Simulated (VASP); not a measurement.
Pt:

```
Pt
1.0
    -1.55188    1.55188    1.55188
     1.55188   -1.55188    1.55188
     1.55188    1.55188   -1.55188
Pt
1
Direct
  0.00000 0.00000 0.00000
```

Base run:

- Program: VASP 6.6.1
- Functional: r2SCAN
- Potentials or basis: VASP PAW PBE potentials, release 64 (Pt)
- Cutoff: 520 eV
- k mesh: 12 × 12 × 12
- Occupations: fermi-dirac, width 0.05 eV
- Spin: no spin polarisation

Its results: band gap on the k mesh zero (band 5 reaches 12.15 eV, above the bottom of band 6 at 9.59 eV); pressure 10.4 GPa.

After a change of settings the same cell gave: band gap on the k mesh zero (band 5 reaches 12.26 eV, above the bottom of band 6 at 8.52 eV); pressure 7.3 GPa. Which change was it?
A. functional from r2SCAN to LDA; potentials or basis from VASP PAW PBE potentials, release 64 (Pt) to VASP PAW LDA potentials, release 64 (Pt)
B. functional from r2SCAN to PBEsol; further incar settings from ALGO = Normal; EDIFF = 1e-06; NBANDS = 11 to ALGO = Fast; EDIFF = 1e-06; NBANDS = 11
C. functional from r2SCAN to PBE; further incar settings from ALGO = Normal; EDIFF = 1e-06; NBANDS = 11 to ALGO = Normal; EDIFF = 1e-07; NBANDS = 11
D. functional from r2SCAN to PBE0; k mesh from 12 × 12 × 12 to 6 × 6 × 6

D.

Caveats: some runs use coarse meshes; the PAW data sets were made with another functional, which shifts forces and pressure a little; spin-orbit coupling is left out, which moves the levels of the heavy elements.
